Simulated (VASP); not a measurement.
# PbO2 (P4_2/mnm) in VASP: further runs

The runs below take PbO2 through single point, relaxation of shape and atoms at fixed volume, with r2SCAN+D4, LDA.

All numbers are computed with VASP 6.6.1; they aren't measurements. Logs are shortened: lines on timing, memory, paths and dates and some standing lists are left out, and cuts for length are marked.

### 1 The cell of the first run

It takes space group P4_2/mnm (No. 136, tetragonal). The conventional cell has a = 5.014 Å, b = 5.014 Å, c = 3.407 Å, α = 90.00°, β = 90.00°, γ = 90.00°. Pb (site symmetry mmm) has 6 O at 2.18 Å within 2.9 Å. Within 2.9 Å of O (site symmetry m2m) lie 3 Pb at 2.18 Å and 1 O at 2.73 Å.

### 2 Single point, r2SCAN+D4 (14.27 Å³/atom)

File POSCAR:

```
PbO2
1.0
    5.0136127052      0.0000000000      0.0000000000
    0.0000000000      5.0136127052      0.0000000000
    0.0000000000      0.0000000000      3.4072042141
Pb O
2 4
Direct
    0.0000000000      0.0000000000      0.0000000000
    0.5000000000      0.5000000000      0.5000000000
    0.3075270532      0.3075270532      0.0000000000
    0.8075270532      0.1924729468      0.5000000000
    0.1924729468      0.8075270532      0.5000000000
    0.6924729468      0.6924729468      0.0000000000
```

File INCAR.step1:

```
SYSTEM = PbO2
PREC     = Accurate       ! precision mode
ENCUT    = 520            ! plane-wave cutoff, eV
ISMEAR   = 0              ! smearing method
SIGMA    = 0.05           ! smearing width, eV
LREAL    = .False.        ! projectors in reciprocal space
LASPH    = .True.         ! aspherical terms in the spheres
NELM     = 60             ! most SCF steps
NBANDS   = 35             ! bands
GGA      = PE             ! functional
ALGO     = Normal         ! electronic algorithm
EDIFF    = 1E-4           ! SCF threshold, eV
LWAVE    = .True.         ! write WAVECAR
LCHARG   = .False.        ! write CHGCAR
```

File INCAR.step2:

```
SYSTEM = PbO2
PREC     = Accurate       ! precision mode
ENCUT    = 520            ! plane-wave cutoff, eV
EDIFF    = 1E-6           ! SCF threshold, eV
ISMEAR   = 0              ! smearing method
SIGMA    = 0.05           ! smearing width, eV
LREAL    = .False.        ! projectors in reciprocal space
LASPH    = .True.         ! aspherical terms in the spheres
NELM     = 60             ! most SCF steps
ALGO     = Normal         ! electronic algorithm
ISIF     = 2              ! what is computed and relaxed
LWAVE    = .False.        ! write WAVECAR
LCHARG   = .True.         ! write CHGCAR
METAGGA  = R2SCAN         ! meta-GGA
LMIXTAU  = .True.       
IVDW     = 13             ! dispersion correction
VDW_S6   = 1.0          
VDW_S8   = 0.6018749    
VDW_A1   = 0.51559235   
VDW_A2   = 5.77342911   
LELF     = .True.         ! ELF
LVHAR    = .True.       
NBANDS   = 35             ! bands
ISTART   = 1
```

File KPOINTS:

```
regular mesh
0
Gamma
  6 6 8
  0 0 0
```

Potentials or basis: VASP PAW PBE potentials, release 64 (Pb_d, O).

Command:

```
$ cat potpaw_PBE.64/Pb_d/POTCAR potpaw_PBE.64/O/POTCAR > POTCAR
$ cp INCAR.step1 INCAR
$ mpirun -np 1 vasp_std > vasp.out
$ cp INCAR.step2 INCAR
$ mpirun -np 1 vasp_std > vasp.out
```

OUTCAR:

```text
SYSTEM = PbO2
   PREC = Accurate
   ENCUT = 520
   EDIFF = 1E-6
   ISMEAR = 0
   LREAL = .False.
   LASPH = .True.
   NELM = 60
   ISIF = 2
   METAGGA = R2SCAN
   IVDW = 13
   ISTART = 1

 ion  position               nearest neighbor table
   1  0.000  0.000  0.000-   3 2.18   6 2.18   5 2.18   4 2.18   4 2.18   5 2.18   2 3.93   2 3.93
                             2 3.93   2 3.93   2 3.93   2 3.93   2 3.93   2 3.93
   2  0.500  0.500  0.500-   4 2.18   5 2.18   3 2.18   6 2.18   3 2.18   6 2.18   1 3.93   1 3.93
                             1 3.93   1 3.93   1 3.93   1 3.93   1 3.93   1 3.93
   3  0.308  0.308  0.000-   1 2.18   2 2.18   2 2.18
   4  0.808  0.192  0.500-   2 2.18   1 2.18   1 2.18
   5  0.192  0.808  0.500-   2 2.18   1 2.18   1 2.18
   6  0.692  0.692  0.000-   1 2.18   2 2.18   2 2.18

  LATTYP: Found a simple tetragonal cell.
 ALAT       =     5.0136127052
 C/A-ratio  =     0.6795906294

  Lattice vectors:

 A1 = (   5.0136127052,   0.0000000000,   0.0000000000)
 A2 = (   0.0000000000,   5.0136127052,   0.0000000000)
 A3 = (   0.0000000000,   0.0000000000,   3.4072042141)

Analysis of symmetry for initial positions (statically):
=====================================================================
 Subroutine PRICEL returns:
 Original cell was already a primitive cell.

 Routine SETGRP: Setting up the symmetry group for a
 simple tetragonal supercell.

 Subroutine GETGRP returns: Found 16 space group operations
 (whereof  8 operations were pure point group operations)
 out of a pool of 16 trial point group operations.

The static configuration has the point symmetry D_2h.
 The point group associated with its full space group is D_4h.

Analysis of symmetry for dynamics (positions and initial velocities):
=====================================================================
 Subroutine PRICEL returns:
 Original cell was already a primitive cell.

 Routine SETGRP: Setting up the symmetry group for a
 simple tetragonal supercell.

 Subroutine GETGRP returns: Found 16 space group operations
 (whereof  8 operations were pure point group operations)
 out of a pool of 16 trial point group operations.

The dynamic configuration has the point symmetry D_2h.
 The point group associated with its full space group is D_4h.

 Subroutine INISYM returns: Found 16 space group operations
 (whereof  8 operations are pure point group operations),
 and found     1 'primitive' translations

----------------------------------------------------------------------------------------

                                     Primitive cell

  volume of cell :      85.6445

  direct lattice vectors                    reciprocal lattice vectors
     5.013612705  0.000000000  0.000000000     0.199456970  0.000000000  0.000000000
     0.000000000  5.013612705  0.000000000     0.000000000  0.199456970  0.000000000
     0.000000000  0.000000000  3.407204214     0.000000000  0.000000000  0.293495763

  length of vectors
     5.013612705  5.013612705  3.407204214     0.199456970  0.199456970  0.293495763

  position of ions in fractional coordinates (direct lattice)
     0.000000000  0.000000000  0.000000000
     0.500000000  0.500000000  0.500000000
     0.307527053  0.307527053  0.000000000
     0.807527053  0.192472947  0.500000000
     0.192472947  0.807527053  0.500000000
     0.692472947  0.692472947  0.000000000

  ion indices of the primitive-cell ions
   primitive index   ion index
                 1           1
                 2           2
                 3           3
                 4           4
                 5           5
                 6           6

----------------------------------------------------------------------------------------

 KPOINTS: regular mesh

Automatic generation of k-mesh.
 Grid dimensions read from file:
 generate k-points for:    6    6    8

 Generating k-lattice:

  Cartesian coordinates                     Fractional coordinates (reciprocal lattice)
     0.033242828  0.000000000  0.000000000     0.166666667  0.000000000  0.000000000
     0.000000000  0.033242828  0.000000000     0.000000000  0.166666667  0.000000000
     0.000000000  0.000000000  0.036686970     0.000000000  0.000000000  0.125000000

  Length of vectors
     0.033242828  0.033242828  0.036686970

  Shift w.r.t. Gamma in fractional coordinates (k-lattice)
     0.000000000  0.000000000  0.000000000

 Subroutine IBZKPT returns following result:
 ===========================================

 Found     50 irreducible k-points:

 Following reciprocal coordinates:
            Coordinates               Weight
  0.000000  0.000000  0.000000      1.000000
  0.166667  0.000000  0.000000      4.000000
  0.333333  0.000000  0.000000      4.000000
  0.500000  0.000000  0.000000      2.000000
  0.166667  0.166667  0.000000      4.000000
  0.333333  0.166667  0.000000      8.000000
[... 16 lines left out ...]
  0.333333  0.000000  0.250000      8.000000
  0.500000  0.000000  0.250000      4.000000
 [... further k-points ...]
   k-points           NKPTS =     50   k-points in BZ     NKDIM =     50   number of bands    NBANDS=     35
   number of dos      NEDOS =    301   number of ions     NIONS =      6
   total plane-waves  NPLWV =  44800
   dimension x,y,z NGX =    40 NGY =   40 NGZ =   28
   dimension x,y,z NGXF=    80 NGYF=   80 NGZF=   56
   ions per type =               2   4
   NGX,Y,Z   is equivalent  to a cutoff of  13.26, 13.26, 13.66 a.u.
   NGXF,Y,Z  is equivalent  to a cutoff of  26.53, 26.53, 27.32 a.u.
 SYSTEM =  PbO2
   PREC   = accura    normal or accurate (medium, high low for compatibility)
   ISTART =      1    job   : 0-new  1-cont  2-samecut
   ICHARG =      0    charge: 1-file 2-atom 10-const
   ISPIN  =      1    spin polarized calculation?
   LNONCOLLINEAR =      F non collinear calculations
   LSORBIT =      F    spin-orbit coupling
   LASPH  =      T    aspherical Exc in radial PAW
   ENCUT  =  520.0 eV  38.22 Ry    6.18 a.u.   9.32  9.32  6.34*2*pi/ulx,y,z
   NELM   =     60;   NELMIN=  2; NELMDL=  0     # of ELM steps
   EDIFF  = 0.1E-05   stopping-criterion for ELM
   LREAL  =      F    real-space projection
[... 7 lines left out ...]
   TEBEG  =    0.0;   TEEND  =   0.0 temperature during run
   PSTRESS=    0.0 pullay stress
   NELECT =      52.0000    total number of electrons
   NUPDOWN=      -1.0000    fix difference up-down
   EMIN   =  10.00;   EMAX   =-10.00  energy-range for DOS
   EFERMI =   0.00;   METHOD = LEGACY
   ISMEAR =     0;   SIGMA  =   0.05  broadening in eV -4-tet -1-fermi 0-gaus
   EFERMI_NEDOS =   21; number of points for ismear=-14 and -15
   IALGO  =     38    algorithm
   IMIX   =      4    mixing-type and parameters
     AMIX     =   0.40;   BMIX     =  1.00
     AMIX_MAG =   1.60;   BMIX_MAG =  1.00
  volume/ion in A,a.u.               =      14.27        96.33
  Fermi-wavevector in a.u.,A,eV,Ry     =   1.386254  2.619640 26.146305  1.921699
  Thomas-Fermi vector in A             =   2.510587
   LORBIT       =      0    0 simple, 1 ext, 2 COOP (PROOUT), +10 PAW based schemes
   METAGGA = R2SCAN    functional components
   LHFCALC =     F    Hartree Fock is set to
   AEXX    =    0.0000 exact exchange contribution
   IVDW    =    13    specifies the selected vdW correction
   LEPSILON=     F    determine dielectric tensor
   LRPA    =     F    only Hartree local field effects (RPA)
 non-spin polarized calculation
 Gauss-broadening in eV      SIGMA  =   0.05
  energy-cutoff  :      520.00
  volume of cell :       85.64
 maximum number of plane-waves:      2340
 NGX is ok and might be reduce to    40
   NGX = 19   NGY = 19   NGZ = 13

 number of electron      52.0000008 magnetization

 Free energy of the ion-electron system (eV)
  ---------------------------------------------------
  ext. energy  EPLUGINS =         0.00000000
  ---------------------------------------------------
  free energy    TOTEN  =      -142.26208369 eV

  energy without entropy =     -142.26194152  energy(sigma->0) =     -142.26201260

 E-fermi :   3.7081     XC(G=0): -11.2897

 val. band max:        3.6449796156   @ k =   0.0000   0.0000   0.1250
 cond. band min:       3.7450433093   @ k =   0.0000   0.0000   0.0000
 fundamental gap:      0.1000636937
 Fermi energy:         3.7081435845

 k-point     1 :       0.0000    0.0000    0.0000
  band No.  band energies     occupation
      1     -15.4101      2.00000
      2     -15.2684      2.00000
      3     -13.7660      2.00000
      4     -13.7660      2.00000
      5     -12.2488      2.00000
      6     -12.0244      2.00000
[... 27 lines left out ...]
     34      15.5301      0.00000
     35      16.1898      0.00000

 k-point     2 :       0.1667    0.0000    0.0000
  band No.  band energies     occupation
      1     -15.3414      2.00000
      2     -15.2243      2.00000
      3     -13.9458      2.00000
      4     -13.8938      2.00000
      5     -12.0327      2.00000
      6     -12.0210      2.00000
[... 27 lines left out ...]
     34      15.8249      0.00000
     35      16.1941      0.00000

 k-point     3 :       0.3333    0.0000    0.0000
  band No.  band energies     occupation
      1     -15.1637      2.00000
      2     -15.1079      2.00000
      3     -14.2578      2.00000
      4     -14.1836      2.00000
      5     -12.0141      2.00000
      6     -12.0137      2.00000
[... 27 lines left out ...]
     34      16.2899      0.00000
     35      16.4063      0.00000
[... 723 lines left out ...]
 k-point    23 :       0.3333    0.0000    0.2500
  band No.  band energies     occupation
      1     -14.8910      2.00000
      2     -14.8857      2.00000
      3     -14.5659      2.00000
      4     -14.5344      2.00000
      5     -12.0437      2.00000
      6     -11.8793      2.00000
[... 27 lines left out ...]
     34      15.8702      0.00000
     35      16.4577      0.00000

 k-point    24 :       0.5000    0.0000    0.2500
  band No.  band energies     occupation
      1     -14.8353      2.00000
      2     -14.8353      2.00000
      3     -14.6031      2.00000
      4     -14.6031      2.00000
      5     -11.9272      2.00000
      6     -11.9272      2.00000
[... 27 lines left out ...]
     34      15.9400      0.00000
     35      16.6311      0.00000

 [... further k-points ...]

------------------------ aborting loop because EDIFF is reached ----------------------------------------

  DFT-D4 for vdW energy calculation

  Edisp (eV):   -0.56172

  FORCE on cell =-STRESS in cart. coord.  units (eV):
  Direction    XX          YY          ZZ          XY          YZ          ZX
  --------------------------------------------------------------------------------------
  -------------------------------------------------------------------------------------
  Total      -0.97013    -0.97013    -0.79261     0.00000     0.00000     0.00000
  in kB     -18.14842   -18.14842   -14.82761     0.00000     0.00000     0.00000
  external pressure =      -17.04 kB  Pullay stress =        0.00 kB

 VOLUME and BASIS-vectors are now :
 -----------------------------------------------------------------------------
  energy-cutoff  :      520.00
  volume of cell :       85.64
      direct lattice vectors                 reciprocal lattice vectors
     5.013612705  0.000000000  0.000000000     0.199456970  0.000000000  0.000000000
     0.000000000  5.013612705  0.000000000     0.000000000  0.199456970  0.000000000
     0.000000000  0.000000000  3.407204214     0.000000000  0.000000000  0.293495763

 POSITION                                       TOTAL-FORCE (eV/Angst)
 -----------------------------------------------------------------------------------
      0.00000      0.00000      0.00000         0.000000     -0.000000     -0.000000
      2.50681      2.50681      1.70360         0.000000     -0.000000     -0.000000
      1.54182      1.54182      0.00000        -0.009685     -0.009685      0.000000
      4.04863      0.96498      1.70360        -0.009685      0.009685     -0.000000
      0.96498      4.04863      1.70360         0.009685     -0.009685      0.000000
      3.47179      3.47179      0.00000         0.009685      0.009685     -0.000000
 -----------------------------------------------------------------------------------
    total drift:                                0.000000      0.000000     -0.000000

  FREE ENERGIE OF THE ION-ELECTRON SYSTEM (eV)
  ---------------------------------------------------
  free  energy   TOTEN  =      -142.8238039325 eV

  energy  without entropy=     -142.8236617647  energy(sigma->0) =     -142.82373285
```

It took 13 min on 1 thread of Intel Xeon 8259CL, shared host; peak memory 0.29 GiB.

Results:

```
Free energy                : -142.8238 eV
Pressure                   : -1.7 GPa
Largest force              : 0.014 eV/Å
Band gap on the k mesh     : 0.10 eV (least direct gap 0.29 eV)
Dispersion energy per atom : -0.094 eV
```

Forces on the atoms (eV/Å):
```
Pb   0.000  0.000  0.000
Pb   0.000  0.000  0.000
O   -0.010 -0.010  0.000
O   -0.010  0.010  0.000
O    0.010 -0.010  0.000
O    0.010  0.010  0.000
```

Caveat: the PAW data sets were made with another functional, which shifts forces and pressure a little; spin-orbit coupling is left out, which moves the levels of the heavy elements. A k mesh can miss the band edges.

(Continued in part 2 of 2.)
